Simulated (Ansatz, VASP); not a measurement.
# NbAg4: VASP beside Ansatz

File INCAR:

```
PREC = Accurate
ENCUT = 520
EDIFF = 1E-6
ISMEAR = 0
SIGMA = 0.1
LREAL = F
LASPH = T
NELM = 80
ALGO = Normal
ISIF = 2
LWAVE = F
LCHARG = F
GGA = PE
NBANDS = 36
```

KPOINTS

```
Automatic mesh
0
Gamma
  4 4 4
```

File POSCAR:

```
NbAg4
1.0
   -2.9230404900      2.9230404900      2.9230404900
    2.9230404900     -2.9230404900      2.9230404900
    2.9230404900      2.9230404900     -2.9230404900
Nb Ag
1 4
Direct
    0.0000000000      0.0000000000      0.0000000000
    0.0000000000      0.0000000000      0.5000000000
    0.0000000000      0.5000000000      0.0000000000
    0.5000000000      0.0000000000      0.0000000000
    0.5000000000      0.5000000000      0.5000000000
```

Input for Ansatz:

```yaml
crystal:
  lattice:
    - [-2.92304049, 2.92304049, 2.92304049]
    - [2.92304049, -2.92304049, 2.92304049]
    - [2.92304049, 2.92304049, -2.92304049]
  atoms:
    - { symbol: Nb, position: [0.0, 0.0, 0.0] }
    - { symbol: Ag, position: [0.0, 0.0, 0.5] }
    - { symbol: Ag, position: [0.0, 0.5, 0.0] }
    - { symbol: Ag, position: [0.5, 0.0, 0.0] }
    - { symbol: Ag, position: [0.5, 0.5, 0.5] }
basis:
  ecutwfc: 420
kpoints:
  mp_grid: { grid: [4, 4, 4] }
hamiltonian:
  xc: pbe
scf:
  occupations: { method: gaussian, width: 0.1 }
  lower_state_search: "off"
output:
  forces: true
  stress: true
  eigenvalues: true
```

Change from the starting cell: species swapped into the CrGa4 type (Im-3m, No. 229).

Alike in both runs: task single point; functional PBE; k mesh 4 × 4 × 4; occupations gaussian, width 0.1 eV; no spin polarisation.

|  | VASP | Ansatz |
| --- | --- | --- |
| version | VASP 6.6.1 | Ansatz 0.2.0 |
| potentials or method | VASP PAW PBE potentials, release 64 (Nb_sv, Ag), cutoff 520 eV | scalar-relativistic, plane waves, PAW |
| valence electrons in the cell | 57 | 89 |

```csv
,VASP,Ansatz,Ansatz less VASP
gap on the k mesh at the Fermi level (eV),none,none,-
pressure (GPa),16.3,16.5,+0.17
```

A gap of «none» marks a metal or a gap that the smearing closes. The functional is the same, so the differences come from potentials, cutoffs and numerics. VASP's potentials hold 57 valence electrons a cell and Ansatz's 89, so a difference there can come from the potentials and not from the codes.

The k mesh is coarse, so the values compare programs but aren't converged.
